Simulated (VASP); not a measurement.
A run of VASP 6.6.1 is set up as follows.

The input INCAR:

```
PREC = Accurate
ENCUT = 520
EDIFF = 1E-6
ISMEAR = 0
SIGMA = 0.02
LREAL = F
LASPH = T
NELM = 80
ALGO = Normal
ISIF = 2
LWAVE = F
LCHARG = T
GGA = PE
LELF = T
LVHAR = T
NBANDS = 21
```

KPOINTS

```
Automatic mesh
0
Gamma
  11 11 11
```

Contents of POSCAR:

```
Ge
1.0
   -2.4958980000      2.6508630000      1.4369470000
    2.4958980000     -2.6508630000      1.4369470000
    2.4958980000      2.6508630000     -1.4369470000
Ge
2
Direct
    0.3140570000      0.0640570000      0.2500000000
    0.6859430000      0.9359430000      0.7500000000
```

Potentials or basis: VASP PAW PBE potentials, release 64 (Ge_d).

Launch:

```sh
$ cat potpaw_PBE.64/Ge_d/POTCAR > POTCAR
$ mpirun -np 1 vasp_std > vasp.out
```

**Question.** Predict the largest force.

**Answer.** 0.062 eV/Å.

**Question.** What does it give for the band gap on the k mesh?

**Answer.** Zero (band 14 reaches 8.62 eV, above the bottom of band 15 at 3.41 eV).

**Question.** Estimate the pressure.

**Answer.** 1.0 GPa.

Stress tensor (GPa, compression positive):
```
 2.38  0.00  0.00
 0.00 -0.36  0.00
 0.00  0.00  0.91
```
